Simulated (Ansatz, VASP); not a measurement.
## One calculation of CdAu2, two programs

```
Cd Au
1.0
     4.75720    0.00000    0.00000
    -2.37860    4.11986    0.00000
     0.00000    0.00000    2.97935
Cd Au
1 2
Cartesian
  0.0000 0.0000 0.0000
  0.0000 2.7466 1.4897
  2.3786 1.3733 1.4897
```

Alike in both runs: functional PBE; k mesh 6 × 6 × 6; occupations gaussian, width 0.1 eV; no spin polarisation.

Ansatz relaxed the structure, and its values are those at the end. VASP's run is a single point on that final structure, the one shown.

|  | VASP | Ansatz |
| --- | --- | --- |
| version | VASP 6.6.1 | Ansatz 0.2.0 |
| potentials or method | VASP PAW PBE potentials, release 64 (Cd, Au), cutoff 520 eV | scalar-relativistic, plane waves, PAW |
| valence electrons in the cell | 34 | 58 |

Ansatz gave:

- gap on the k mesh at the Fermi level (eV): none
- pressure (GPa): -0.2

Problem. What did VASP give for the same quantities?

Solution. gap on the k mesh at the Fermi level (eV): none; pressure (GPa): -0.1.

A gap of «none» marks a metal or a gap that the smearing closes. With one functional, cell and mesh, what is left measures potentials, basis and numerics. VASP's potentials hold 34 valence electrons a cell and Ansatz's 58, so a difference there can come from the potentials and not from the codes.

Spin-orbit coupling is off throughout.
